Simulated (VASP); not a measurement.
# GaAs (F-43m) in VASP: a series of runs

GaAs is run at these levels: r2SCAN, HSE06; tasks: single point.

All numbers are computed with VASP 6.6.1; they aren't measurements. Logs are shortened: lines on timing, memory, paths and dates and some standing lists are left out, and cuts for length are marked.

**Experimental background.**

“Evidence of valence band perturbations in GaAsN/GaAs(001): A combined variable-angle spectroscopic ellipsometry and modulated photoreflectance investigation”, 2008, arxiv:0805.2212 reports, for a bulk crystal of GaAs at 300 K: band gap 1.418 ± 0.005 eV (direct); band gap 1.412 ± 0.01 eV (direct).

The results are compared with them further down.

## 1. The cell of the first run

The structure is cubic, space group F-43m (No. 216). Conventional cell: a = 5.666 Å, b = 5.666 Å, c = 5.666 Å, α = 90.00°, β = 90.00°, γ = 90.00°. Within 3.2 Å of Ga (site symmetry -43m) lie 4 As at 2.45 Å. Within 3.2 Å of As (site symmetry -43m) lie 4 Ga at 2.45 Å.

## 2. Single point, r2SCAN

Contents of POSCAR:

```
GaAs
1.0
    0.0000000000      2.8330831910      2.8330831910
    2.8330831910      0.0000000000      2.8330831910
    2.8330831910      2.8330831910      0.0000000000
Ga As
1 1
Direct
    0.0000000000      0.0000000000      0.0000000000
    0.2500000000      0.2500000000      0.2500000000
```

Contents of INCAR.step1:

```
PREC     = Accurate       # precision mode
ENCUT    = 550            # plane-wave cutoff, eV
ISMEAR   = 1              # smearing method
SIGMA    = 0.05           # smearing width, eV
LREAL    = False          # projectors in reciprocal space
LASPH    = True           # aspherical terms in the spheres
NELM     = 120            # most SCF steps
NBANDS   = 16             # bands
GGA      = PE             # functional
ALGO     = Normal         # electronic algorithm
EDIFF    = 1E-5           # SCF threshold, eV
LWAVE    = True           # write WAVECAR
LCHARG   = False          # write CHGCAR
GGA_COMPAT= False
```

Contents of INCAR.step2:

```
PREC     = Accurate       # precision mode
ENCUT    = 550            # plane-wave cutoff, eV
EDIFF    = 1E-6           # SCF threshold, eV
ISMEAR   = 1              # smearing method
SIGMA    = 0.05           # smearing width, eV
LREAL    = False          # projectors in reciprocal space
LASPH    = True           # aspherical terms in the spheres
NELM     = 120            # most SCF steps
ALGO     = Normal         # electronic algorithm
ISIF     = 2              # what is computed and relaxed
LWAVE    = False          # write WAVECAR
LCHARG   = False          # write CHGCAR
METAGGA  = R2SCAN         # meta-GGA
LMIXTAU  = True         
NBANDS   = 16             # bands
ISTART   = 1            
GGA_COMPAT= False
```

Contents of KPOINTS:

```
Automatic mesh
0
Gamma
  6 6 6
```

Potentials or basis: VASP PAW PBE potentials, release 64 (Ga_d, As).

Started as:

```bash
$ cat potpaw_PBE.64/Ga_d/POTCAR potpaw_PBE.64/As/POTCAR > POTCAR
$ cp INCAR.step1 INCAR
$ mpirun -np 1 vasp_std > vasp.out
$ cp INCAR.step2 INCAR
$ mpirun -np 1 vasp_std > vasp.out
```

OUTCAR:

```text
PREC = Accurate
   ENCUT = 550
   EDIFF = 1E-6
   ISMEAR = 1
   LREAL = False
   LASPH = True
   NELM = 120
   ISIF = 2
   METAGGA = R2SCAN
   ISTART = 1

 ion  position               nearest neighbor table
   1  0.000  0.000  0.000-   2 2.45   2 2.45   2 2.45   2 2.45
   2  0.250  0.250  0.250-   1 2.45   1 2.45   1 2.45   1 2.45

  LATTYP: Found a face centered cubic cell.
 ALAT       =     5.6661663820

  Lattice vectors:

 A1 = (   0.0000000000,   2.8330831910,   2.8330831910)
 A2 = (   2.8330831910,   0.0000000000,   2.8330831910)
 A3 = (   2.8330831910,   2.8330831910,   0.0000000000)

Analysis of symmetry for initial positions (statically):
=====================================================================
 Subroutine PRICEL returns:
 Original cell was already a primitive cell.

 Routine SETGRP: Setting up the symmetry group for a
 face centered cubic supercell.

 Subroutine GETGRP returns: Found 24 space group operations
 (whereof 24 operations were pure point group operations)
 out of a pool of 48 trial point group operations.

The static configuration has the point symmetry T_d .

Analysis of symmetry for dynamics (positions and initial velocities):
=====================================================================
 Subroutine PRICEL returns:
 Original cell was already a primitive cell.

 Routine SETGRP: Setting up the symmetry group for a
 face centered cubic supercell.

 Subroutine GETGRP returns: Found 24 space group operations
 (whereof 24 operations were pure point group operations)
 out of a pool of 48 trial point group operations.

The dynamic configuration has the point symmetry T_d .

 Subroutine INISYM returns: Found 24 space group operations
 (whereof 24 operations are pure point group operations),
 and found     1 'primitive' translations

----------------------------------------------------------------------------------------

                                     Primitive cell

  volume of cell :      45.4787

  direct lattice vectors                    reciprocal lattice vectors
     0.000000000  2.833083191  2.833083191    -0.176486169  0.176486169  0.176486169
     2.833083191  0.000000000  2.833083191     0.176486169 -0.176486169  0.176486169
     2.833083191  2.833083191  0.000000000     0.176486169  0.176486169 -0.176486169

  length of vectors
     4.006584672  4.006584672  4.006584672     0.305683012  0.305683012  0.305683012

  position of ions in fractional coordinates (direct lattice)
     0.000000000  0.000000000  0.000000000
     0.250000000  0.250000000  0.250000000

  ion indices of the primitive-cell ions
   primitive index   ion index
                 1           1
                 2           2

----------------------------------------------------------------------------------------

 KPOINTS: Automatic mesh

Automatic generation of k-mesh.
 Grid dimensions read from file:
 generate k-points for:    6    6    6

 Generating k-lattice:

  Cartesian coordinates                     Fractional coordinates (reciprocal lattice)
    -0.029414362  0.029414362  0.029414362     0.166666667  0.000000000  0.000000000
     0.029414362 -0.029414362  0.029414362     0.000000000  0.166666667  0.000000000
     0.029414362  0.029414362 -0.029414362     0.000000000  0.000000000  0.166666667

  Length of vectors
     0.050947169  0.050947169  0.050947169

  Shift w.r.t. Gamma in fractional coordinates (k-lattice)
     0.000000000  0.000000000  0.000000000

 Subroutine IBZKPT returns following result:
 ===========================================

 Found     16 irreducible k-points:

 Following reciprocal coordinates:
            Coordinates               Weight
  0.000000  0.000000  0.000000      1.000000
  0.166667  0.000000  0.000000      8.000000
  0.333333  0.000000  0.000000      8.000000
  0.500000  0.000000  0.000000      4.000000
  0.166667  0.166667  0.000000      6.000000
  0.333333  0.166667  0.000000     24.000000
[... 8 lines left out ...]
 -0.333333  0.333333  0.166667     24.000000
 -0.333333  0.500000  0.166667     12.000000
   k-points           NKPTS =     16   k-points in BZ     NKDIM =     16   number of bands    NBANDS=     16
   number of dos      NEDOS =    301   number of ions     NIONS =      2
   total plane-waves  NPLWV =  32768
   dimension x,y,z NGX =    32 NGY =   32 NGZ =   32
   dimension x,y,z NGXF=    64 NGYF=   64 NGZF=   64
   ions per type =               1   1
   NGX,Y,Z   is equivalent  to a cutoff of  13.28, 13.28, 13.28 a.u.
   NGXF,Y,Z  is equivalent  to a cutoff of  26.56, 26.56, 26.56 a.u.
 SYSTEM =  unknown system
   PREC   = accura    normal or accurate (medium, high low for compatibility)
   ISTART =      1    job   : 0-new  1-cont  2-samecut
   ICHARG =      0    charge: 1-file 2-atom 10-const
   ISPIN  =      1    spin polarized calculation?
   LNONCOLLINEAR =      F non collinear calculations
   LSORBIT =      F    spin-orbit coupling
   LASPH  =      T    aspherical Exc in radial PAW
   ENCUT  =  550.0 eV  40.42 Ry    6.36 a.u.   7.66  7.66  7.66*2*pi/ulx,y,z
   NELM   =    120;   NELMIN=  2; NELMDL=  0     # of ELM steps
   EDIFF  = 0.1E-05   stopping-criterion for ELM
   LREAL  =      F    real-space projection
   EDIFFG = 0.1E-04   stopping-criterion for IOM
   NSW    =      0    number of steps for IOM
   IBRION =     -1    ionic relax: 0-MD 1-quasi-New 2-CG
   NFREE  =      0    steps in history (QN), initial steepest desc. (CG)
   ISIF   =      2    stress and relaxation
   ISYM   =      2    0-nonsym 1-usesym 2-fastsym
   POTIM  = 0.5000    time-step for ionic-motion
   TEBEG  =    0.0;   TEEND  =   0.0 temperature during run
   PSTRESS=    0.0 pullay stress
   NELECT =      18.0000    total number of electrons
   NUPDOWN=      -1.0000    fix difference up-down
   EMIN   =  10.00;   EMAX   =-10.00  energy-range for DOS
   EFERMI =   0.00;   METHOD = LEGACY
   ISMEAR =     1;   SIGMA  =   0.05  broadening in eV -4-tet -1-fermi 0-gaus
   EFERMI_NEDOS =   21; number of points for ismear=-14 and -15
   IALGO  =     38    algorithm
   IMIX   =      4    mixing-type and parameters
     AMIX     =   0.40;   BMIX     =  1.00
     AMIX_MAG =   1.60;   BMIX_MAG =  1.00
  volume/ion in A,a.u.               =      22.74       153.45
  Fermi-wavevector in a.u.,A,eV,Ry     =   1.201978  2.271408 19.657016  1.444750
  Thomas-Fermi vector in A             =   2.337772
   LORBIT       =      0    0 simple, 1 ext, 2 COOP (PROOUT), +10 PAW based schemes
   METAGGA = R2SCAN    functional components
   LHFCALC =     F    Hartree Fock is set to
   AEXX    =    0.0000 exact exchange contribution
   IVDW    =     0    specifies the selected vdW correction
   LEPSILON=     F    determine dielectric tensor
   LRPA    =     F    only Hartree local field effects (RPA)
 non-spin polarized calculation
 Methfessel and Paxton  Order N= 1 SIGMA  =   0.05
  energy-cutoff  :      550.00
  volume of cell :       45.48
 maximum number of plane-waves:      1363
 NGX is ok and might be reduce to    32
   NGX = 15   NGY = 15   NGZ = 15

 number of electron      18.0000010 magnetization

 Free energy of the ion-electron system (eV)
  ---------------------------------------------------
  ext. energy  EPLUGINS =         0.00000000
  ---------------------------------------------------
  free energy    TOTEN  =       -27.03608895 eV

  energy without entropy =      -27.03612921  energy(sigma->0) =      -27.03610237

 E-fermi :   3.6654     XC(G=0): -10.2208

 val. band max:        3.6233491499   @ k =   0.0000   0.0000   0.0000
 cond. band min:       4.5656081961   @ k =   0.0000   0.0000   0.0000
 fundamental gap:      0.9422590462
 Fermi energy:         3.6654405841

 k-point     1 :       0.0000    0.0000    0.0000
  band No.  band energies     occupation
      1     -11.6105      2.00000
      2     -11.6105      2.00000
      3     -11.6105      2.00000
      4     -11.5226      2.00000
      5     -11.5226      2.00000
      6      -9.5378      2.00000
[... 8 lines left out ...]
     15      14.2347      0.00000
     16      14.2347      0.00000

 k-point     2 :       0.1667    0.0000    0.0000
  band No.  band energies     occupation
      1     -11.6351      2.00000
      2     -11.6042      2.00000
      3     -11.6042      2.00000
      4     -11.5227      2.00000
      5     -11.5227      2.00000
      6      -9.2035      2.00000
[... 8 lines left out ...]
     15      13.1743      0.00000
     16      13.1988      0.00000

 k-point     3 :       0.3333    0.0000    0.0000
  band No.  band energies     occupation
      1     -11.6773      2.00000
      2     -11.5936      2.00000
      3     -11.5936      2.00000
      4     -11.5209      2.00000
      5     -11.5209      2.00000
      6      -8.3441      2.00000
[... 8 lines left out ...]
     15      13.8316      0.00000
     16      13.8316      0.00000

 k-point     4 :       0.5000    0.0000    0.0000
  band No.  band energies     occupation
      1     -11.6960      2.00000
      2     -11.5896      2.00000
      3     -11.5896      2.00000
      4     -11.5188      2.00000
      5     -11.5188      2.00000
      6      -7.7066      2.00000
[... 8 lines left out ...]
     15      16.1499      0.00000
     16      16.1499      0.00000
[... 172 lines left out ...]
 k-point    14 :       0.5000    0.3333    0.1667
  band No.  band energies     occupation
      1     -11.7026      2.00000
      2     -11.5813      2.00000
      3     -11.5746      2.00000
      4     -11.5332      2.00000
      5     -11.5162      2.00000
      6      -7.6568      2.00000
[... 8 lines left out ...]
     15      15.3823      0.00000
     16      17.4588      0.00000

 k-point    15 :      -0.3333    0.3333    0.1667
  band No.  band energies     occupation
      1     -11.7107      2.00000
      2     -11.5803      2.00000
      3     -11.5693      2.00000
      4     -11.5308      2.00000
      5     -11.5187      2.00000
      6      -7.1361      2.00000
[... 8 lines left out ...]
     15      16.5075      0.00000
     16      17.0011      0.00000

 k-point    16 :      -0.3333    0.5000    0.1667
  band No.  band energies     occupation
      1     -11.7199      2.00000
      2     -11.5722      2.00000
      3     -11.5625      2.00000
      4     -11.5383      2.00000
      5     -11.5149      2.00000
      6      -6.8949      2.00000
[... 8 lines left out ...]
     15      16.4480      0.00000
     16      17.7302      0.00000

------------------------ aborting loop because EDIFF is reached ----------------------------------------

  FORCE on cell =-STRESS in cart. coord.  units (eV):
  Direction    XX          YY          ZZ          XY          YZ          ZX
  --------------------------------------------------------------------------------------
  -------------------------------------------------------------------------------------
  Total        0.0352472      0.0352472      0.0352472     -0.0000000      0.0000000     -0.0000000
  in kB        1.2417306      1.2417306      1.2417306     -0.0000000      0.0000000     -0.0000000
  external PRESSURE =       1.2417306 kB  Pullay stress =       0.0000000 kB

 VOLUME and BASIS-vectors are now :
 -----------------------------------------------------------------------------
  energy-cutoff  :      550.00
  volume of cell :       45.48
      direct lattice vectors                 reciprocal lattice vectors
     0.000000000  2.833083191  2.833083191    -0.176486169  0.176486169  0.176486169
     2.833083191  0.000000000  2.833083191     0.176486169 -0.176486169  0.176486169
     2.833083191  2.833083191  0.000000000     0.176486169  0.176486169 -0.176486169

 POSITION                                       TOTAL-FORCE (eV/Angst)
 -----------------------------------------------------------------------------------
      0.00000      0.00000      0.00000         0.000000     -0.000000     -0.000000
      1.41654      1.41654      1.41654        -0.000000      0.000000      0.000000
 -----------------------------------------------------------------------------------
    total drift:                               -0.000000     -0.000000     -0.000000

  FREE ENERGIE OF THE ION-ELECTRON SYSTEM (eV)
  ---------------------------------------------------
  free  energy   TOTEN  =       -27.0360889513 eV

  energy  without entropy=      -27.0361292145  energy(sigma->0) =      -27.03610237
```

Run time: 78 s. Hardware: 1 thread of AMD EPYC 7R13, shared host; peak memory 0.16 GiB.

What came out:

- Free energy: -27.0361 eV
- Pressure: 0.1 GPa
- Band gap on the k mesh: 0.94 eV

Caveat: the PAW data sets were made with another functional, which shifts forces and pressure a little.

## 3. Single point, r2SCAN

POSCAR is that of step 2.

Contents of INCAR.step1:

```
SYSTEM = GaAs
PREC = Accurate ; ENCUT = 550
ISMEAR = 0 ; SIGMA = 0.001
LREAL = .FALSE. ; LASPH = .TRUE.
NELM = 120 ; NBANDS = 16
GGA = PE ; ALGO = Normal
EDIFF = 1E-5 ; LWAVE = .TRUE.
LCHARG = .FALSE. ; GGA_COMPAT = .FALSE.
```

Contents of INCAR.step2:

```
SYSTEM = GaAs
PREC = Accurate ; ENCUT = 550
EDIFF = 1E-6 ; ISMEAR = 0
SIGMA = 0.001 ; LREAL = .FALSE.
LASPH = .TRUE. ; NELM = 120
ALGO = Normal ; ISIF = 2
LWAVE = .FALSE. ; LCHARG = .TRUE.
METAGGA = R2SCAN ; LMIXTAU = .TRUE.
LELF = .TRUE. ; LVHAR = .TRUE.
NBANDS = 16 ; ISTART = 1
GGA_COMPAT = .FALSE.
```

Contents of KPOINTS:

```
Automatic mesh
0
G
  6 6 6
  0 0 0
```

Potentials or basis: VASP PAW PBE potentials, release 64 (Ga_d, As).

Started as:

```bash
$ cat potpaw_PBE.64/Ga_d/POTCAR potpaw_PBE.64/As/POTCAR > POTCAR
$ cp INCAR.step1 INCAR
$ mpirun -np 1 vasp_std > vasp.out
$ cp INCAR.step2 INCAR
$ mpirun -np 1 vasp_std > vasp.out
```

Run time: 83 s. Hardware: 1 thread of AMD EPYC 7R13, shared host; peak memory 0.16 GiB.

The run converged. Its results:

```yaml
Free_energy: -27.0361 eV
Pressure: 0.1 GPa
Band_gap_on_the_k_mesh: 0.94 eV
```

Levels at points of the mesh, in eV from the valence-band top:
| k point | band 7 | band 8 | band 9 | band 10 | band 11 | band 12 |
| --- | --- | --- | --- | --- | --- | --- |
| (0.00, 0.00, 0.00) | 0.00 | 0.00 | 0.00 | 0.94 | 4.04 | 4.04 |
| (0.50, 0.00, 0.00) | -6.78 | -1.18 | -1.18 | 1.34 | 4.98 | 4.98 |
| (0.50, 0.50, 0.00) | -6.96 | -2.75 | -2.75 | 1.77 | 1.95 | 10.81 |

Caveat: the PAW data sets were made with another functional, which shifts forces and pressure a little.

## 4. Single point, r2SCAN

POSCAR is that of step 3.

Contents of INCAR.step1:

```
SYSTEM = GaAs
ALGO = Normal
EDIFF = 1E-5
ENCUT = 550
GGA = PE
GGA_COMPAT = .FALSE.
ISMEAR = 0
LASPH = .TRUE.
LCHARG = .FALSE.
LREAL = .FALSE.
LWAVE = .TRUE.
NBANDS = 16
NELM = 120
PREC = Accurate
SIGMA = 0.5
```

Contents of INCAR.step2:

```
SYSTEM = GaAs
ALGO = Normal
EDIFF = 1E-6
ENCUT = 550
GGA_COMPAT = .FALSE.
ISIF = 2
ISMEAR = 0
ISTART = 1
LASPH = .TRUE.
LCHARG = .FALSE.
LMIXTAU = .TRUE.
LREAL = .FALSE.
LWAVE = .FALSE.
METAGGA = R2SCAN
NBANDS = 16
NELM = 120
PREC = Accurate
SIGMA = 0.5
```

Contents of KPOINTS:

```
k-points
0
G
  6 6 6
  0 0 0
```

Started as:

```bash
$ cat potpaw_PBE.64/Ga_d/POTCAR potpaw_PBE.64/As/POTCAR > POTCAR
$ cp INCAR.step1 INCAR
$ mpirun -np 1 vasp_std > vasp.out
$ cp INCAR.step2 INCAR
$ mpirun -np 1 vasp_std > vasp.out
```

Wall time 85 s (1 thread of AMD EPYC 7R13, shared host); peak memory 0.16 GiB.

The run converged. Its results:

```
Free energy            : -27.0368 eV
Pressure               : 0.2 GPa
Band gap on the k mesh : 0.94 eV
```

Levels at points of the mesh, in eV from the valence-band top:
```csv
k point,band 7,band 8,band 9,band 10,band 11,band 12
"(0.00, 0.00, 0.00)",0.00,0.00,0.00,0.94,4.04,4.04
"(0.50, 0.00, 0.00)",-6.78,-1.18,-1.18,1.34,4.98,4.98
"(0.50, 0.50, 0.00)",-6.96,-2.75,-2.75,1.77,1.95,10.81
```

Caveat: the PAW data sets were made with another functional, which shifts forces and pressure a little.

## 5. Single point, r2SCAN

POSCAR is that of step 4.

Contents of INCAR.step1:

```
SYSTEM = GaAs
PREC = Accurate
ENCUT = 550
ISMEAR = 0
SIGMA = 0.01
LREAL = .False.
LASPH = .True.
NELM = 120
ISYM = 0
NBANDS = 16
GGA = PE
ALGO = Normal
EDIFF = 1E-5
LWAVE = .True.
LCHARG = .False.
GGA_COMPAT = .False.
```

Contents of INCAR.step2:

```
SYSTEM = GaAs
PREC = Accurate
ENCUT = 550
EDIFF = 1E-6
ISMEAR = 0
SIGMA = 0.01
LREAL = .False.
LASPH = .True.
NELM = 120
ALGO = Normal
ISIF = 2
LWAVE = .False.
LCHARG = .False.
METAGGA = R2SCAN
LMIXTAU = .True.
ISYM = 0
NBANDS = 16
ISTART = 1
GGA_COMPAT = .False.
```

Contents of KPOINTS:

```
Automatic mesh
0
Gamma
  6 6 6
  0 0 0.5
```

Started as:

```bash
$ cat potpaw_PBE.64/Ga_d/POTCAR potpaw_PBE.64/As/POTCAR > POTCAR
$ cp INCAR.step1 INCAR
$ mpirun -np 1 vasp_std > vasp.out
$ cp INCAR.step2 INCAR
$ mpirun -np 1 vasp_std > vasp.out
```

Run time: 27 min. Hardware: 1 thread of AMD EPYC 7R13, shared host; peak memory 0.44 GiB.

Results (log left out):

```
Free energy            : -27.0568 eV
Pressure               : 0.1 GPa
Band gap on the k mesh : 1.51 eV (least direct gap 1.82 eV)
```

Levels at points of the mesh, in eV from the valence-band top:
| k point | band 7 | band 8 | band 9 | band 10 | band 11 | band 12 |
| --- | --- | --- | --- | --- | --- | --- |
| (0.00, 0.00, 0.08) | -1.02 | 0.00 | 0.00 | 1.82 | 4.33 | 4.33 |

Caveat: the PAW data sets were made with another functional, which shifts forces and pressure a little; a shifted mesh leaves out Γ, where band edges can lie.

[end of part 1 of 2]
